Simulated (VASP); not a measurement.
# C (C2/m) in VASP: further runs

C is run at these levels: PBE+D3(BJ); tasks: single point.

All numbers are computed with VASP 6.6.1; they aren't measurements. Logs are shortened: lines on timing, memory, paths and dates and some standing lists are left out, and cuts for length are marked.

## 1. The cell of the first run

Symmetry: C2/m, No. 12, monoclinic system. Conventional cell: a = 4.269 Å, b = 2.465 Å, c = 3.650 Å, α = 90.00°, β = 112.95°, γ = 90.00°. Within 1.7 Å of C (site symmetry m) lie 3 C at 1.30 to 1.49 Å.

## 2. Single point, PBE+D3(BJ) (atoms displaced along several vibrational modes)

Contents of INCAR:

```
SYSTEM = C
PREC = Accurate ; ENCUT = 520
EDIFF = 1E-7 ; ISMEAR = 0
SIGMA = 0.05 ; LREAL = .False.
LASPH = .True. ; NELM = 60
ALGO = Normal ; ISIF = 2
LWAVE = .False. ; LCHARG = .False.
GGA = PE ; IVDW = 12
NBANDS = 11
```

Contents of KPOINTS:

```
regular mesh
0
Gamma
  15 15 15
  0 0 0
```

Contents of POSCAR:

```
C
1.0
    1.2324984681      0.7115833223      3.3613878357
   -1.2324984681      0.7115833223      3.3613878357
    0.0000000000     -1.4231666447      3.3613878357
C
2
Direct
    0.1501921973      0.1501921973      0.1923517014
    0.8498078027      0.8498078027      0.8076482986
```

Potentials or basis: VASP PAW PBE potentials, release 64 (C).

Command:

```bash
$ cat potpaw_PBE.64/C/POTCAR > POTCAR
$ mpirun -np 1 vasp_std > vasp.out
```

OUTCAR:

```text
SYSTEM = C
   PREC = Accurate
   ENCUT = 520
   EDIFF = 1E-7
   ISMEAR = 0
   LREAL = .False.
   LASPH = .True.
   NELM = 60
   ISIF = 2
   GGA = PE
   IVDW = 12
 IVDW          = 12

 ion  position               nearest neighbor table
   1  0.150  0.150  0.192-   2 1.30   2 1.49   2 1.49
   2  0.850  0.850  0.808-   1 1.30   1 1.49   1 1.49

  LATTYP: Found a trigonal (rhomboedric) cell.
 ALAT       =     3.6502508791
 COS(alpha) =     0.7719881893

  Lattice vectors:

 A1 = (   1.2324984681,   0.7115833223,   3.3613878357)
 A2 = (  -1.2324984681,   0.7115833223,   3.3613878357)
 A3 = (   0.0000000000,  -1.4231666447,   3.3613878357)

Analysis of symmetry for initial positions (statically):
=====================================================================
 Subroutine PRICEL returns:
 Original cell was already a primitive cell.

 Routine SETGRP: Setting up the symmetry group for a
 trigonal (rhombohedral) supercell.

 Subroutine GETGRP returns: Found  4 space group operations
 (whereof  4 operations were pure point group operations)
 out of a pool of 12 trial point group operations.

The static configuration has the point symmetry C_2h.

Analysis of symmetry for dynamics (positions and initial velocities):
=====================================================================
 Subroutine PRICEL returns:
 Original cell was already a primitive cell.

 Routine SETGRP: Setting up the symmetry group for a
 trigonal (rhombohedral) supercell.

 Subroutine GETGRP returns: Found  4 space group operations
 (whereof  4 operations were pure point group operations)
 out of a pool of 12 trial point group operations.

The dynamic configuration has the point symmetry C_2h.

 Subroutine INISYM returns: Found  4 space group operations
 (whereof  4 operations are pure point group operations),
 and found     1 'primitive' translations

----------------------------------------------------------------------------------------

                                     Primitive cell

  volume of cell :      17.6881

  direct lattice vectors                    reciprocal lattice vectors
     1.232498468  0.711583322  3.361387836     0.405680017  0.234219467  0.099165389
    -1.232498468  0.711583322  3.361387836    -0.405680017  0.234219467  0.099165389
     0.000000000 -1.423166645  3.361387836     0.000000000 -0.468438935  0.099165389

  length of vectors
     3.650250879  3.650250879  3.650250879     0.478820227  0.478820227  0.478820227
[... 88 lines left out ...]
   ISYM   =      2    0-nonsym 1-usesym 2-fastsym
   POTIM  = 0.5000    time-step for ionic-motion
   TEBEG  =    0.0;   TEEND  =   0.0 temperature during run
   PSTRESS=    0.0 pullay stress
   NELECT =       8.0000    total number of electrons
   NUPDOWN=      -1.0000    fix difference up-down
   EMIN   =  10.00;   EMAX   =-10.00  energy-range for DOS
   EFERMI =   0.00;   METHOD = LEGACY
   ISMEAR =     0;   SIGMA  =   0.05  broadening in eV -4-tet -1-fermi 0-gaus
   EFERMI_NEDOS =   21; number of points for ismear=-14 and -15
   IALGO  =     38    algorithm
   IMIX   =      4    mixing-type and parameters
     AMIX     =   0.40;   BMIX     =  1.00
     AMIX_MAG =   1.60;   BMIX_MAG =  1.00
  volume/ion in A,a.u.               =       8.84        59.68
  Fermi-wavevector in a.u.,A,eV,Ry     =   1.256640  2.374705 21.485554  1.579144
  Thomas-Fermi vector in A             =   2.390338
   LORBIT       =      0    0 simple, 1 ext, 2 COOP (PROOUT), +10 PAW based schemes
   GGA     = PE    functional components
   LHFCALC =     F    Hartree Fock is set to
   AEXX    =    0.0000 exact exchange contribution
   IVDW    =    12    specifies the selected vdW correction
   LEPSILON=     F    determine dielectric tensor
   LRPA    =     F    only Hartree local field effects (RPA)
 non-spin polarized calculation
 Gauss-broadening in eV      SIGMA  =   0.05
  energy-cutoff  :      520.00
  volume of cell :       17.69
 maximum number of plane-waves:       490
   NGX = 13   NGY = 13   NGZ = 13

 number of electron       8.0000000 magnetization

 Free energy of the ion-electron system (eV)
  ---------------------------------------------------
  ext. energy  EPLUGINS =         0.00000000
  ---------------------------------------------------
  free energy    TOTEN  =       -17.98103177 eV

  energy without entropy =      -17.98103139  energy(sigma->0) =      -17.98103158

 E-fermi :   4.5468     XC(G=0): -10.2979

 val. band max:        4.4334795569   @ k =   0.1333  -0.0667  -0.4667
 cond. band min:       4.6528259631   @ k =  -0.4000   0.4000   0.0000
 fundamental gap:      0.2193464062
 Fermi energy:         4.5467595912

 k-point     1 :       0.0000    0.0000    0.0000
  band No.  band energies     occupation
      1     -15.0115      2.00000
      2      -1.9451      2.00000
      3       0.0151      2.00000
      4       3.5330      2.00000
      5       8.8835      0.00000
      6      10.7182      0.00000
      7      14.9707      0.00000
      8      16.1770      0.00000
      9      17.7091      0.00000
     10      27.2690      0.00000
     11      29.7034      0.00000
[... 309 lines left out ...]
 k-point    24 :       0.2667    0.0667    0.0000
  band No.  band energies     occupation
      1     -13.6273      2.00000
      2      -2.7037      2.00000
      3      -0.6799      2.00000
      4      -0.0994      2.00000
      5      10.7792      0.00000
      6      12.4639      0.00000
      7      12.6515      0.00000
      8      17.8020      0.00000
      9      20.3728      0.00000
     10      23.8871      0.00000
     11      27.8800      0.00000

 [... further k-points ...]

------------------------ aborting loop because EDIFF is reached ----------------------------------------

 Edisp (eV)   -0.31229

 E8    (eV) :    -0.0885

  FORCE on cell =-STRESS in cart. coord.  units (eV):
  Direction    XX          YY          ZZ          XY          YZ          ZX
  --------------------------------------------------------------------------------------
  -------------------------------------------------------------------------------------
  Total      -0.37861     2.96271    -0.04377     0.00000    -0.36031     0.00000
  in kB     -34.29420   268.35956    -3.96502     0.00000   -32.63683     0.00000
  external pressure =       76.70 kB  Pullay stress =        0.00 kB

 VOLUME and BASIS-vectors are now :
 -----------------------------------------------------------------------------
  energy-cutoff  :      520.00
  volume of cell :       17.69
      direct lattice vectors                 reciprocal lattice vectors
     1.232498468  0.711583322  3.361387836     0.405680017  0.234219467  0.099165389
    -1.232498468  0.711583322  3.361387836    -0.405680017  0.234219467  0.099165389
     0.000000000 -1.423166645  3.361387836     0.000000000 -0.468438935  0.099165389

 POSITION                                       TOTAL-FORCE (eV/Angst)
 -----------------------------------------------------------------------------------
      0.00000     -0.06000      1.65628         0.000000      7.386139      0.707900
      0.00000      0.06000      8.42789         0.000000     -7.386139     -0.707900
 -----------------------------------------------------------------------------------
    total drift:                                0.000000      0.000000     -0.000000

  FREE ENERGIE OF THE ION-ELECTRON SYSTEM (eV)
  ---------------------------------------------------
  free  energy   TOTEN  =       -18.2933233933 eV

  energy  without entropy=      -18.2933230093  energy(sigma->0) =      -18.29332320
```

Wall time 4.2 min (1 thread of AMD EPYC 7R13, shared host); peak memory 0.28 GiB.

Results:

| Item | Value |
| --- | --- |
| Free energy | -18.2933 eV |
| Pressure | 7.7 GPa |
| Largest force | 7.420 eV/Å |
| Dispersion energy per atom | -0.156 eV |

Forces in eV/Å, atoms in the order of the input:
```
C    0.000  7.386  0.708
C    0.000 -7.386 -0.708
```

Stress tensor (GPa, compression positive):
```
-3.43  0.00  0.00
 0.00 26.84 -3.26
 0.00 -3.26 -0.40
```

Caveat: the cell differs from its parent crystal (atoms displaced along several vibrational modes); the stress differs along the axes, from -3 to 27 GPa; forces of over 1 eV/Å act on the atoms, so gaps and moduli don't describe the material at rest.

## 3. Single point, PBE+D3(BJ) (atoms displaced along several vibrational modes)

Contents of INCAR:

```
SYSTEM = C
ALGO     = Normal         ! electronic algorithm
EDIFF    = 1E-6           ! SCF threshold, eV
ENCUT    = 520            ! plane-wave cutoff, eV
GGA      = PE             ! functional
ISIF     = 2              ! what is computed and relaxed
ISMEAR   = 0              ! smearing method
IVDW     = 12             ! dispersion correction
LASPH    = .TRUE.         ! aspherical terms in the spheres
LCHARG   = .TRUE.         ! write CHGCAR
LELF     = .TRUE.         ! ELF
LREAL    = .FALSE.        ! projectors in reciprocal space
LVHAR    = .TRUE.       
LWAVE    = .FALSE.        ! write WAVECAR
NBANDS   = 11             ! bands
NELM     = 100            ! most SCF steps
PREC     = Accurate       ! precision mode
SIGMA    = 0.05           ! smearing width, eV
```

Contents of KPOINTS:

```
k-points
0
G
  15 15 15
  0 0 0
```

Contents of POSCAR:

```
C
1.0
    1.2324984681      0.7115833223      3.3613878357
   -1.2324984681      0.7115833223      3.3613878357
    0.0000000000     -1.4231666447      3.3613878357
C
2
Direct
    0.1665516769      0.1665516769      0.1454719248
    0.8334483231      0.8334483231      0.8545280752
```

Potentials or basis: VASP PAW PBE potentials, release 64 (C).

Command:

```bash
$ cat potpaw_PBE.64/C/POTCAR > POTCAR
$ mpirun -np 1 vasp_std > vasp.out
```

Wall time 3.9 min (1 thread of AMD EPYC 7R13, shared host); peak memory 0.28 GiB.

It converged, with:

```
Free energy                : -18.4781 eV
Pressure                   : 0.7 GPa
Largest force              : 3.693 eV/Å
Dispersion energy per atom : -0.156 eV
```

Forces on the atoms (eV/Å):
```
C    0.000 -2.885  2.304
C    0.000  2.885 -2.304
```

Stress tensor (GPa, compression positive):
```
 8.12  0.00  0.00
 0.00 -2.61  3.73
 0.00  3.73 -3.54
```

Caveat: the cell differs from its parent crystal (atoms displaced along several vibrational modes); the stress differs along the axes, from -4 to 8 GPa; forces of over 1 eV/Å act on the atoms, so gaps and moduli don't describe the material at rest.

## 4. Single point, PBE+D3(BJ) (atoms displaced along several vibrational modes)

Contents of INCAR:

```
ALGO     = Normal         # electronic algorithm
EDIFF    = 1E-7           # SCF threshold, eV
ENCUT    = 520            # plane-wave cutoff, eV
GGA      = PE             # functional
ISIF     = 2              # what is computed and relaxed
ISMEAR   = 0              # smearing method
IVDW     = 12             # dispersion correction
LASPH    = T              # aspherical terms in the spheres
LCHARG   = T              # write CHGCAR
LELF     = T              # ELF
LREAL    = F              # projectors in reciprocal space
LVHAR    = T            
LWAVE    = F              # write WAVECAR
NBANDS   = 11             # bands
NELM     = 60             # most SCF steps
PREC     = Accurate       # precision mode
SIGMA    = 0.05           # smearing width, eV
```

Contents of KPOINTS:

```
k-points
0
Gamma
  15 15 15
```

Contents of POSCAR:

```
C
1.0
    1.2324984681      0.7115833223      3.3613878357
   -1.2324984681      0.7115833223      3.3613878357
    0.0000000000     -1.4231666447      3.3613878357
C
2
Direct
    0.1748192331      0.1748192331      0.1642793571
    0.8251807669      0.8251807669      0.8357206429
```

Command:

```bash
$ cat potpaw_PBE.64/C/POTCAR > POTCAR
$ mpirun -np 1 vasp_std > vasp.out
```

Wall time 4.3 min (1 thread of AMD EPYC 7R13, shared host); peak memory 0.28 GiB.

It converged, with:

```
Free energy                : -18.6376 eV
Pressure                   : 0.3 GPa
Largest force              : 2.183 eV/Å
Dispersion energy per atom : -0.156 eV
```

Forces in eV/Å, atoms in the order of the input:
```
C    0.000 -1.526 -1.562
C    0.000  1.526  1.562
```

Stress tensor (GPa, compression positive):
```
 4.00  0.00  0.00
 0.00 -1.70 -1.29
 0.00 -1.29 -1.26
```

Caveat: the cell differs from its parent crystal (atoms displaced along several vibrational modes); the stress differs along the axes, from -2 to 4 GPa; forces of over 1 eV/Å act on the atoms, so gaps and moduli don't describe the material at rest.

## 5. Overview

```csv
cell,pressure (GPa),largest force (eV/Å)
"as given, atomic positions A",7.7,7.42
"as given, atomic positions B",0.7,3.69
"as given, atomic positions C",0.3,2.18
```

Alike in all rows: task single point; level PBE+D3(BJ); potentials or basis VASP PAW PBE potentials, release 64 (C); no spin polarisation; k mesh 15 × 15 × 15; cutoff (eV) 520; smearing gaussian 0.05 eV.

Caveats: forces of over 1 eV/Å act on the atoms, so gaps and moduli don't describe the material at rest; the stress differs along the axes, from -3 to 27 GPa (at least some runs); the stress differs along the axes, from -4 to 8 GPa (at least some runs); the stress differs along the axes, from -2 to 4 GPa (at least some runs).

Total energies depend on the potentials used, so only differences within one code and one set of settings carry meaning.
